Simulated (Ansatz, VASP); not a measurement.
# One calculation of FeBr4, two programs

```
Fe Br
1.0
     0.00000    5.38469    5.38469
     5.38469    0.00000    5.38469
     5.38469    5.38469    0.00000
Fe Br
1 4
Direct
  0.25000 0.25000 0.25000
  0.12760 0.61720 0.12760
  0.12760 0.12760 0.12760
  0.61720 0.12760 0.12760
  0.12760 0.12760 0.61720
```

Alike in both runs: functional PBE; k mesh 6 × 6 × 6; occupations gaussian, width 0.1 eV; collinear spin.

Ansatz relaxed the structure, and its values are those at the end. VASP's run is a single point on that final structure, the one shown.

|  | VASP | Ansatz |
| --- | --- | --- |
| version | VASP 6.6.1 | Ansatz 0.2.0 |
| potentials or method | VASP PAW PBE potentials, release 64 (Fe, Br), cutoff 520 eV | scalar-relativistic, plane waves, PAW |
| valence electrons in the cell | 36 | 44 |

|  | VASP | Ansatz | Ansatz less VASP |
| --- | --- | --- | --- |
| gap on the k mesh at the Fermi level (eV) | none | none | - |
| pressure (GPa) | -0.1 | -0.1 | 0.00 |
| net moment per atom (μB) | 0.80 | 0.80 | 0.000 |
| size of the moment on the site where the two differ most (μB) | 3.11 | 3.05 | -0.061 |

Site moments also hang on the region over which each program counts them. A gap of «none» marks a metal or a gap that the smearing closes. With one functional, cell and mesh, what is left measures potentials, basis and numerics. VASP's potentials hold 36 valence electrons a cell and Ansatz's 44, so a difference there can come from the potentials and not from the codes. Ansatz's warnings: stress scf threshold loose.
